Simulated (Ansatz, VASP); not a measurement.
**Two plane-wave programs on C**

INCAR

```
SYSTEM = C
PREC     = Accurate       ! precision mode
ENCUT    = 520            ! plane-wave cutoff, eV
EDIFF    = 1E-7           ! SCF threshold, eV
ISMEAR   = 0              ! smearing method
SIGMA    = 0.15           ! smearing width, eV
LREAL    = .FALSE.        ! projectors in reciprocal space
LASPH    = .TRUE.         ! aspherical terms in the spheres
NELM     = 60             ! most SCF steps
ALGO     = Normal         ! electronic algorithm
ISIF     = 2              ! what is computed and relaxed
LWAVE    = .FALSE.        ! write WAVECAR
LCHARG   = .TRUE.         ! write CHGCAR
GGA      = PE             ! functional
IVDW     = 12             ! dispersion correction
LELF     = .TRUE.         ! ELF
LVHAR    = .TRUE.       
NBANDS   = 16             ! bands
```

The input KPOINTS:

```
regular mesh
0
G
  18 12 10
  0 0 0
```

POSCAR

```
C
1.0
   -2.4646600698      0.0000000000      0.0000000000
    0.0000000000      0.0000000000     -3.5719696368
    0.0000000000     -4.2689164642      0.0000000000
C
4
Direct
    0.5000000000      0.0000000000      0.1750997200
    0.0000000000      0.0000000000      0.6750997200
    0.0000000000      0.0000000000      0.3249002800
    0.5000000000      0.0000000000      0.8249002800
```

Input for Ansatz:

```yaml
crystal:
  lattice:
    - [-2.4646600698, 0.0, 0.0]
    - [0.0, 0.0, -3.5719696368]
    - [0.0, -4.2689164642, 0.0]
  atoms:
    - { symbol: C, position: [0.5, 0.0, 0.17509972] }
    - { symbol: C, position: [0.0, 0.0, 0.67509972] }
    - { symbol: C, position: [0.0, 0.0, 0.32490028] }
    - { symbol: C, position: [0.5, 0.0, 0.82490028] }
basis:
  ecutwfc: 520.0
kpoints:
  mp_grid: { grid: [18, 12, 10] }
hamiltonian:
  xc: pbe
  pseudopotentials: { kind: paw, azcp: { folder: soft_1 } }
  dispersion: d3bj
scf:
  occupations: { method: gaussian, width: 0.15 }
output:
  forces: true
  stress: true
  eigenvalues: true
```

Change from the starting cell: mode 8 frozen in at +0.000 Å and mode 12 at -0.036 Å (largest displacements).

Alike in both runs: task single point; functional PBE; dispersion D3(BJ); k mesh 18 × 12 × 10; occupations gaussian, width 0.15 eV; no spin polarisation.

```csv
,VASP,Ansatz
version,VASP 6.6.1,Ansatz 0.2.0
potentials or method,"VASP PAW PBE potentials, release 64 (C), cutoff 520 eV","scalar-relativistic, plane waves, PAW"
valence electrons in the cell,16,16
```

```csv
,VASP,Ansatz,Ansatz less VASP
gap on the k mesh at the Fermi level (eV),none,none,-
pressure (GPa),2.4,2.1,-0.38
"traceless stress, the component that is largest in VASP (GPa)",7.94,7.59,-0.355
rms of the force components (eV/Å),2.043,2.040,-0.0032
```

Atom by atom the forces differ by 0.003 eV/Å (rms over components). A gap of «none» marks a metal or a gap that the smearing closes.
